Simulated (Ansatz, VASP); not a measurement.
## Two plane-wave programs on BP

The input POSCAR:

```
BP
1.0
    0.0000000000      2.2383340787      2.2383340787
    2.2383340787      0.0000000000      2.2383340787
    2.2383340787      2.2383340787      0.0000000000
P B
1 1
Direct
    0.7500000000      0.7500000000      0.7500000000
    0.0000000000      0.0000000000      0.0000000000
```

INCAR.step1

```
SYSTEM = BP
PREC = Accurate
ENCUT = 520
EDIFF = 1E-5
ISMEAR = -1
SIGMA = 0.05
LREAL = .FALSE.
LASPH = .TRUE.
NELM = 80
ALGO = Normal
ISIF = 2
LWAVE = .TRUE.
LCHARG = .FALSE.
GGA = PE
NBANDS = 11
```

INCAR.step2

```
SYSTEM = BP
PREC = Accurate
ENCUT = 520
EDIFF = 1E-7
ISMEAR = -1
SIGMA = 0.05
LREAL = .FALSE.
LASPH = .TRUE.
NELM = 80
ALGO = Normal
ISIF = 2
LWAVE = .FALSE.
LCHARG = .FALSE.
GGA = PE
LHFCALC = .TRUE.
AEXX = 0.25
HFSCREEN = 0.3
PRECFOCK = Normal
ISTART = 1
NBANDS = 11
```

The input KPOINTS:

```
Automatic mesh
0
G
  5 5 5
  0 0 0
```

The input input.yaml:

```yaml
crystal:
  lattice:
    - [0.0, 2.2383340787, 2.2383340787]
    - [2.2383340787, 0.0, 2.2383340787]
    - [2.2383340787, 2.2383340787, 0.0]
  atoms:
    - { symbol: P, position: [0.75, 0.75, 0.75] }
    - { symbol: B, position: [0.0, 0.0, 0.0] }
hamiltonian:
  xc: { exchange: pbe, correlation: pbe, exx: { coeff: 0.25, omega: 0.3 } }
  pseudopotentials: { kind: paw }
kpoints:
  mp_grid: { grid: [5, 5, 5] }
scf:
  occupations: { method: fermi_dirac, width: 0.05 }
output:
  forces: true
  stress: true
  eigenvalues: true
```

Alike in both runs: task single point; functional PBE-based screened hybrid with a share of 0.25 of exact exchange and HFSCREEN = 0.3; k mesh 5 × 5 × 5; occupations fermi-dirac, width 0.05 eV; no spin polarisation.

|  | VASP | Ansatz |
| --- | --- | --- |
| version | VASP 6.6.1 | Ansatz 0.2.0 |
| potentials or method | VASP PAW PBE potentials, release 64 (P, B) | Ansatz PAW |
| plane-wave cutoff (eV) | 520 | 420 |
| valence electrons in the cell | 8 | 8 |

VASP gave:

| Property | Result |
| --- | --- |
| gap on the k mesh at the Fermi level (eV) | 1.74 |
| least direct gap on the mesh (eV) | 4.22 |
| pressure (GPa) | 5.9 |

Which values does Ansatz return?

gap on the k mesh at the Fermi level (eV): 1.74; least direct gap on the mesh (eV): 4.22; pressure (GPa): 6.5.

VASP's potentials were made for PBE, not for PBE-based screened hybrid. With one functional, cell and mesh, what is left measures potentials, basis and numerics.

The k mesh is coarse, so the values compare programs but aren't converged. Noted on Ansatz's run: odd divisions of the mesh miss points on the zone boundary, where band edges often lie, so the gap on the mesh can be too wide.
